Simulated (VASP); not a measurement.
A run of VASP 6.6.1 is set up as follows.

Contents of INCAR:

```
ALGO = Normal ; EDIFF = 1E-6
ENCUT = 520 ; GGA = PE
ISIF = 2 ; ISMEAR = -1
LASPH = True ; LCHARG = True
LELF = True ; LREAL = False
LVHAR = True ; LWAVE = False
NBANDS = 18 ; NELM = 60
PREC = Accurate ; SIGMA = 0.05
```

File KPOINTS:

```
k-points
0
Gamma
  7 7 7
```

POSCAR

```
BiS
1.0
    3.5965812471      0.0000000000      0.0000000000
    0.0000000000      3.5965812471      0.0000000000
    0.0000000000      0.0000000000      3.5965812471
Bi S
1 1
Direct
    0.5000000000      0.5000000000      0.5000000000
    0.0000000000      0.0000000000      0.0000000000
```

Potentials or basis: VASP PAW PBE potentials, release 64 (Bi_d, S).

Run with:

```console
$ cat potpaw_PBE.64/Bi_d/POTCAR potpaw_PBE.64/S/POTCAR > POTCAR
$ mpirun -np 1 vasp_std > vasp.out
```

(1) What does it give for the band gap on the k mesh?

(2) Estimate the pressure.

## Answers

(1) zero (an odd number of electrons rules out a gap without spin polarisation).

(2) -0.1 GPa.

Caveat: spin-orbit coupling is left out, which moves the levels of the heavy elements.
